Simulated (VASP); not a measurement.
# SrSi4 (Cmmm) in VASP: further runs

The runs below take SrSi4 through single point, with PBE.

Everything below comes from runs of VASP 6.6.1. Logs are shortened: lines on timing, memory, paths and dates and some standing lists are left out, and cuts for length are marked.

## Step 1: The cell of the first run

Symmetry: Cmmm, No. 65, orthorhombic system. Conventional cell: a = 3.457 Å, b = 11.333 Å, c = 3.596 Å, α = 90.00°, β = 90.00°, γ = 90.00°. Within 3.6 Å of Sr (site symmetry mmm) lie 14 Si at 2.71 to 3.46 Å and 4 Sr at 3.46 to 3.60 Å. Si (site symmetry m2m) has 3 Si at 2.13 Å and 4 Sr at 2.71 Å within 2.8 Å. Within 2.9 Å of Si (site symmetry m2m) lie 4 Si at 2.13 Å and 2 Sr at 2.81 Å.

The cell was generated, and may not be a known phase.

## Step 2: Single point, PBE

INCAR reads:

```
SYSTEM = SrSi4
PREC = Accurate
ENCUT = 520
EDIFF = 1E-7
ISMEAR = 0
SIGMA = 0.1
LREAL = .False.
LASPH = .True.
NELM = 100
ALGO = Normal
ISIF = 2
LWAVE = .False.
LCHARG = .True.
GGA = PE
LELF = .True.
LVHAR = .True.
NBANDS = 21
```

KPOINTS reads:

```
regular mesh
0
Gamma
  6 6 6
  0 0 0
```

POSCAR reads:

```
SrSi4
1.0
    1.7285443900     -5.6664892300      0.0000000000
    1.7285443900      5.6664892300      0.0000000000
    0.0000000000      0.0000000000      3.5958592300
Sr Si
1 4
Direct
    0.5000000000      0.5000000000      0.0000000000
    0.0940261200      0.9059738800      0.5000000000
    0.9059738800      0.0940261200      0.5000000000
    0.1949989000      0.8050011000      0.0000000000
    0.8050011000      0.1949989000      0.0000000000
```

Potentials or basis: VASP PAW PBE potentials, release 64 (Sr_sv, Si).

On the command line:

```console
$ cat potpaw_PBE.64/Sr_sv/POTCAR potpaw_PBE.64/Si/POTCAR > POTCAR
$ mpirun -np 1 vasp_std > vasp.out
```

OUTCAR:

```text
SYSTEM = SrSi4
   PREC = Accurate
   ENCUT = 520
   EDIFF = 1E-7
   ISMEAR = 0
   LREAL = .False.
   LASPH = .True.
   NELM = 100
   ISIF = 2
   GGA = PE

 ion  position               nearest neighbor table
   1  0.500  0.500  0.000-   2 2.71   2 2.71   3 2.71   3 2.71   2 2.71   2 2.71   3 2.71   3 2.71
                             4 2.81   5 2.81   5 2.81   4 2.81   4 3.46   5 3.46
   2  0.094  0.906  0.500-   3 2.13   4 2.13   4 2.13   1 2.71   1 2.71   1 2.71   1 2.71
   3  0.906  0.094  0.500-   2 2.13   5 2.13   5 2.13   1 2.71   1 2.71   1 2.71   1 2.71
   4  0.195  0.805  0.000-   5 2.13   5 2.13   2 2.13   2 2.13   1 2.81   1 2.81   1 3.46
   5  0.805  0.195  0.000-   4 2.13   4 2.13   3 2.13   3 2.13   1 2.81   1 2.81   1 3.46

  LATTYP: Found a base centered orthorhombic cell.
 ALAT       =     3.4570887800
 B/A-ratio  =     3.2781855432
 C/A-ratio  =     1.0401408407

  Lattice vectors:

 A1 = (   1.7285443900,  -5.6664892300,   0.0000000000)
 A2 = (   1.7285443900,   5.6664892300,   0.0000000000)
 A3 = (   0.0000000000,   0.0000000000,   3.5958592300)

Analysis of symmetry for initial positions (statically):
=====================================================================
 Subroutine PRICEL returns:
 Original cell was already a primitive cell.

 Routine SETGRP: Setting up the symmetry group for a
 base centered orthorhombic supercell.

 Subroutine GETGRP returns: Found  8 space group operations
 (whereof  8 operations were pure point group operations)
 out of a pool of  8 trial point group operations.

The static configuration has the point symmetry D_2h.

Analysis of symmetry for dynamics (positions and initial velocities):
=====================================================================
 Subroutine PRICEL returns:
 Original cell was already a primitive cell.

 Routine SETGRP: Setting up the symmetry group for a
 base centered orthorhombic supercell.

 Subroutine GETGRP returns: Found  8 space group operations
 (whereof  8 operations were pure point group operations)
 out of a pool of  8 trial point group operations.

The dynamic configuration has the point symmetry D_2h.

 Subroutine INISYM returns: Found  8 space group operations
 (whereof  8 operations are pure point group operations),
 and found     1 'primitive' translations

----------------------------------------------------------------------------------------

                                     Primitive cell

  volume of cell :      70.4413

  direct lattice vectors                    reciprocal lattice vectors
     1.728544390 -5.666489230  0.000000000     0.289260723 -0.088238057  0.000000000
     1.728544390  5.666489230  0.000000000     0.289260723  0.088238057  0.000000000
     0.000000000  0.000000000  3.595859230     0.000000000  0.000000000  0.278097650

  length of vectors
     5.924269229  5.924269229  3.595859230     0.302419775  0.302419775  0.278097650

  position of ions in fractional coordinates (direct lattice)
     0.500000000  0.500000000  0.000000000
     0.094026120  0.905973880  0.500000000
     0.905973880  0.094026120  0.500000000
     0.194998900  0.805001100  0.000000000
     0.805001100  0.194998900  0.000000000

  ion indices of the primitive-cell ions
   primitive index   ion index
                 1           1
                 2           2
                 3           3
                 4           4
                 5           5

----------------------------------------------------------------------------------------

 KPOINTS: regular mesh

Automatic generation of k-mesh.
 Grid dimensions read from file:
 generate k-points for:    6    6    6

 Generating k-lattice:

  Cartesian coordinates                     Fractional coordinates (reciprocal lattice)
     0.048210121 -0.014706343  0.000000000     0.166666667  0.000000000  0.000000000
     0.048210121  0.014706343  0.000000000     0.000000000  0.166666667  0.000000000
     0.000000000  0.000000000  0.046349608     0.000000000  0.000000000  0.166666667

  Length of vectors
     0.050403296  0.050403296  0.046349608

  Shift w.r.t. Gamma in fractional coordinates (k-lattice)
     0.000000000  0.000000000  0.000000000

 Subroutine IBZKPT returns following result:
 ===========================================

 Found     52 irreducible k-points:

 Following reciprocal coordinates:
            Coordinates               Weight
  0.000000  0.000000  0.000000      1.000000
  0.166667 -0.000000  0.000000      4.000000
  0.333333  0.000000  0.000000      4.000000
  0.500000 -0.000000  0.000000      2.000000
  0.166667  0.166667  0.000000      2.000000
  0.333333  0.166667  0.000000      4.000000
[... 16 lines left out ...]
  0.333333  0.333333  0.166667      4.000000
  0.500000  0.333333  0.166667      8.000000
 [... further k-points ...]
   k-points           NKPTS =     52   k-points in BZ     NKDIM =     52   number of bands    NBANDS=     21
   number of dos      NEDOS =    301   number of ions     NIONS =      5
   total plane-waves  NPLWV =  64512
   dimension x,y,z NGX =    48 NGY =   48 NGZ =   28
   dimension x,y,z NGXF=    96 NGYF=   96 NGZF=   56
   ions per type =               1   4
   NGX,Y,Z   is equivalent  to a cutoff of  13.47, 13.47, 12.95 a.u.
   NGXF,Y,Z  is equivalent  to a cutoff of  26.94, 26.94, 25.89 a.u.
 SYSTEM =  SrSi4
   PREC   = accura    normal or accurate (medium, high low for compatibility)
   ISTART =      0    job   : 0-new  1-cont  2-samecut
   ICHARG =      2    charge: 1-file 2-atom 10-const
   ISPIN  =      1    spin polarized calculation?
   LNONCOLLINEAR =      F non collinear calculations
   LSORBIT =      F    spin-orbit coupling
   LASPH  =      T    aspherical Exc in radial PAW
   ENCUT  =  520.0 eV  38.22 Ry    6.18 a.u.  11.02 11.02  6.69*2*pi/ulx,y,z
   NELM   =    100;   NELMIN=  2; NELMDL= -5     # of ELM steps
   EDIFF  = 0.1E-06   stopping-criterion for ELM
   LREAL  =      F    real-space projection
   EDIFFG = 0.1E-05   stopping-criterion for IOM
   NSW    =      0    number of steps for IOM
   IBRION =     -1    ionic relax: 0-MD 1-quasi-New 2-CG
   NFREE  =      0    steps in history (QN), initial steepest desc. (CG)
   ISIF   =      2    stress and relaxation
   ISYM   =      2    0-nonsym 1-usesym 2-fastsym
   POTIM  = 0.5000    time-step for ionic-motion
   TEBEG  =    0.0;   TEEND  =   0.0 temperature during run
   PSTRESS=    0.0 pullay stress
   NELECT =      26.0000    total number of electrons
   NUPDOWN=      -1.0000    fix difference up-down
   EMIN   =  10.00;   EMAX   =-10.00  energy-range for DOS
   EFERMI =   0.00;   METHOD = LEGACY
   ISMEAR =     0;   SIGMA  =   0.10  broadening in eV -4-tet -1-fermi 0-gaus
   EFERMI_NEDOS =   21; number of points for ismear=-14 and -15
   IALGO  =     38    algorithm
   IMIX   =      4    mixing-type and parameters
     AMIX     =   0.40;   BMIX     =  1.00
     AMIX_MAG =   1.60;   BMIX_MAG =  1.00
  volume/ion in A,a.u.               =      14.09        95.07
  Fermi-wavevector in a.u.,A,eV,Ry     =   1.174330  2.219162 18.763130  1.379051
  Thomas-Fermi vector in A             =   2.310729
   LORBIT       =      0    0 simple, 1 ext, 2 COOP (PROOUT), +10 PAW based schemes
   GGA     = PE    functional components
   LHFCALC =     F    Hartree Fock is set to
   AEXX    =    0.0000 exact exchange contribution
   IVDW    =     0    specifies the selected vdW correction
   LEPSILON=     F    determine dielectric tensor
   LRPA    =     F    only Hartree local field effects (RPA)
 non-spin polarized calculation
 Gauss-broadening in eV      SIGMA  =   0.10
  energy-cutoff  :      520.00
  volume of cell :       70.44
 maximum number of plane-waves:      1916
 NGX is ok and might be reduce to    48
   NGX = 23   NGY = 23   NGZ = 13

 number of electron      26.0000000 magnetization

 Free energy of the ion-electron system (eV)
  ---------------------------------------------------
  ext. energy  EPLUGINS =         0.00000000
  ---------------------------------------------------
  free energy    TOTEN  =       -17.62073709 eV

  energy without entropy =      -17.61559824  energy(sigma->0) =      -17.61816767

 E-fermi :  10.1530     XC(G=0): -11.4140

 val. band max:       10.1118100643   @ k =  -0.3333   0.1667   0.0000
 cond. band min:      10.1786916592   @ k =  -0.3333   0.1667   0.3333
 fundamental gap:      0.0668815949
 Fermi energy:        10.1529758398

 k-point     1 :       0.0000    0.0000    0.0000
  band No.  band energies     occupation
      1     -24.3348      2.00000
      2      -7.3419      2.00000
      3      -6.6163      2.00000
      4      -6.4941      2.00000
      5      -4.1127      2.00000
      6       0.3667      2.00000
[... 13 lines left out ...]
     20      14.1398      0.00000
     21      15.4969      0.00000

 k-point     2 :       0.1667   -0.0000    0.0000
  band No.  band energies     occupation
      1     -24.3064      2.00000
      2      -7.2556      2.00000
      3      -7.1691      2.00000
      4      -6.4416      2.00000
      5      -3.5214      2.00000
      6       0.1746      2.00000
[... 13 lines left out ...]
     20      14.4034      0.00000
     21      14.4671      0.00000

 k-point     3 :       0.3333    0.0000    0.0000
  band No.  band energies     occupation
      1     -24.2487      2.00000
      2      -7.9876      2.00000
      3      -7.0406      2.00000
      4      -6.3332      2.00000
      5      -2.3746      2.00000
      6      -0.4722      2.00000
[... 13 lines left out ...]
     20      15.1006      0.00000
     21      16.2467      0.00000
[... 457 lines left out ...]
 k-point    23 :       0.3333    0.3333    0.1667
  band No.  band energies     occupation
      1     -24.2328      2.00000
      2      -7.8797      2.00000
      3      -7.0647      2.00000
      4      -6.5950      2.00000
      5      -1.9720      2.00000
      6      -0.3721      2.00000
[... 13 lines left out ...]
     20      14.7754      0.00000
     21      16.0105      0.00000

 k-point    24 :       0.5000    0.3333    0.1667
  band No.  band energies     occupation
      1     -24.2889      2.00000
      2      -7.3387      2.00000
      3      -7.1219      2.00000
      4      -6.7378      2.00000
      5      -2.4856      2.00000
      6      -1.0064      2.00000
[... 13 lines left out ...]
     20      15.0630      0.00000
     21      16.0928      0.00000

 [... further k-points ...]

------------------------ aborting loop because EDIFF is reached ----------------------------------------

  FORCE on cell =-STRESS in cart. coord.  units (eV):
  Direction    XX          YY          ZZ          XY          YZ          ZX
  --------------------------------------------------------------------------------------
  -------------------------------------------------------------------------------------
  Total       29.4695303     27.5067461     33.3551367      0.0000000      0.0000000      0.0000000
  in kB      670.2803914    625.6371355    758.6579721      0.0000000      0.0000000      0.0000000
  external PRESSURE =     684.8584996 kB  Pullay stress =       0.0000000 kB

 VOLUME and BASIS-vectors are now :
 -----------------------------------------------------------------------------
  energy-cutoff  :      520.00
  volume of cell :       70.44
      direct lattice vectors                 reciprocal lattice vectors
     1.728544390 -5.666489230  0.000000000     0.289260723 -0.088238057  0.000000000
     1.728544390  5.666489230  0.000000000     0.289260723  0.088238057  0.000000000
     0.000000000  0.000000000  3.595859230     0.000000000  0.000000000  0.278097650

 POSITION                                       TOTAL-FORCE (eV/Angst)
 -----------------------------------------------------------------------------------
      1.72854      0.00000      0.00000         0.000000      0.000000     -0.000000
      1.72854      4.60089      1.79793         0.000000     -1.446659      0.000000
      1.72854     -4.60089      1.79793         0.000000      1.446659     -0.000000
      1.72854      3.45657      0.00000         0.000000     -0.915876     -0.000000
      1.72854     -3.45657      0.00000         0.000000      0.915876     -0.000000
 -----------------------------------------------------------------------------------
    total drift:                               -0.000000     -0.000000      0.000000

  FREE ENERGIE OF THE ION-ELECTRON SYSTEM (eV)
  ---------------------------------------------------
  free  energy   TOTEN  =       -17.6207370945 eV

  energy  without entropy=      -17.6155982390  energy(sigma->0) =      -17.61816767
```

It took 2.6 min on 1 thread of Oxide Virtual Turin-like, shared host; peak memory 0.24 GiB.

What came out:

```
Free energy            : -17.6207 eV
Pressure               : 68.5 GPa
Largest force          : 1.447 eV/Å
Band gap on the k mesh : zero (bands 13 and 14 overlap by 2.72 eV)
```

Forces in eV/Å, atoms in the order of the input:
```
Sr   0.000  0.000  0.000
Si   0.000 -1.447  0.000
Si   0.000  1.447  0.000
Si   0.000 -0.916  0.000
Si   0.000  0.916  0.000
```

Levels at points of the mesh, in eV from the Fermi level:
```csv
k point,band 10,band 11,band 12,band 13,band 14,band 15,band 16,band 17
"(0.00, 0.00, 0.00)",-2.81,-2.73,-1.88,0.06,0.62,1.64,1.67,1.90
"(0.50, 0.00, 0.00)",-3.97,-3.94,-2.66,0.16,0.26,0.68,1.47,1.65
"(0.50, 0.50, 0.00)",-3.30,-2.58,-1.91,-0.87,-0.16,-0.05,1.73,3.37
"(0.00, 0.00, 0.50)",-5.73,-2.77,-1.83,1.46,1.49,1.86,2.05,3.75
"(0.50, 0.00, 0.50)",-5.47,-4.48,-2.92,-2.64,1.24,1.25,2.18,4.10
"(0.50, 0.50, 0.50)",-2.82,-2.30,-2.02,-1.71,-1.26,0.83,2.08,2.91
```

Caveat: the stress differs along the axes, from 63 to 76 GPa; forces of over 1 eV/Å act on the atoms, so gaps and moduli don't describe the material at rest.

(Part 1 of 2 ends here.)

The gap in the log of VASP goes by the Fermi energy; the results here count the filled bands.